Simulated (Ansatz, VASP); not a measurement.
# Two plane-wave programs on SiNi3

File POSCAR:

```
SiNi3
1.0
    3.4295102182      0.0000000000      0.0000000000
    0.0000000000      3.4295102182      0.0000000000
    0.0000000000      0.0000000000      3.4295102182
Si Ni
1 3
Direct
    0.0000000000      0.0000000000      0.0000000000
    0.0000000000      0.5000000000      0.5000000000
    0.5000000000      0.0000000000      0.5000000000
    0.5000000000      0.5000000000      0.0000000000
```

INCAR.step1

```
SYSTEM = SiNi3
ALGO = Normal
EDIFF = 1E-4
ENCUT = 520
GGA = PE
ISMEAR = 0
LASPH = .True.
LCHARG = .False.
LREAL = .False.
LWAVE = .True.
NBANDS = 25
NELM = 100
PREC = Accurate
SIGMA = 0.1
```

Contents of INCAR.step2:

```
SYSTEM = SiNi3
ALGO = Normal
EDIFF = 1E-6
ENCUT = 520
ISIF = 2
ISMEAR = 0
ISTART = 1
LASPH = .True.
LCHARG = .True.
LELF = .True.
LMIXTAU = .True.
LREAL = .False.
LVHAR = .True.
LWAVE = .False.
METAGGA = R2SCAN
NBANDS = 25
NELM = 100
PREC = Accurate
SIGMA = 0.1
```

Contents of KPOINTS:

```
k-points
0
Gamma
  12 12 12
  0 0 0
```

Input for Ansatz:

```yaml
crystal:
  lattice:
    - [3.4295102182, 0.0, 0.0]
    - [0.0, 3.4295102182, 0.0]
    - [0.0, 0.0, 3.4295102182]
  atoms:
    - { symbol: Si, position: [0.0, 0.0, 0.0] }
    - { symbol: Ni, position: [0.0, 0.5, 0.5] }
    - { symbol: Ni, position: [0.5, 0.0, 0.5] }
    - { symbol: Ni, position: [0.5, 0.5, 0.0] }
basis:
  ecutwfc: 500
kpoints:
  mp_grid: { grid: [12, 12, 12] }
hamiltonian:
  xc: r2scan
scf:
  occupations: { method: gaussian, width: 0.1 }
output:
  forces: true
  stress: true
  eigenvalues: true
```

Alike in both runs: task single point; functional r2SCAN; k mesh 12 × 12 × 12; occupations gaussian, width 0.1 eV; no spin polarisation.

```csv
,VASP,Ansatz
version,VASP 6.6.1,Ansatz 0.2.0
potentials or method,"VASP PAW PBE potentials, release 64 (Si, Ni), cutoff 520 eV","scalar-relativistic, plane waves, PAW"
valence electrons in the cell,34,58
```

Ansatz gave:

* gap on the k mesh at the Fermi level (eV): none
* pressure (GPa): 7.9

Question: Which values does VASP return?

Answer: gap on the k mesh at the Fermi level (eV): none; pressure (GPa): 8.2.

VASP's potentials were made for PBE, not for r2SCAN. A gap of «none» marks a metal or a gap that the smearing closes. The functional is the same, so the differences come from potentials, cutoffs and numerics. VASP's potentials hold 34 valence electrons a cell and Ansatz's 58, so a difference there can come from the potentials and not from the codes.
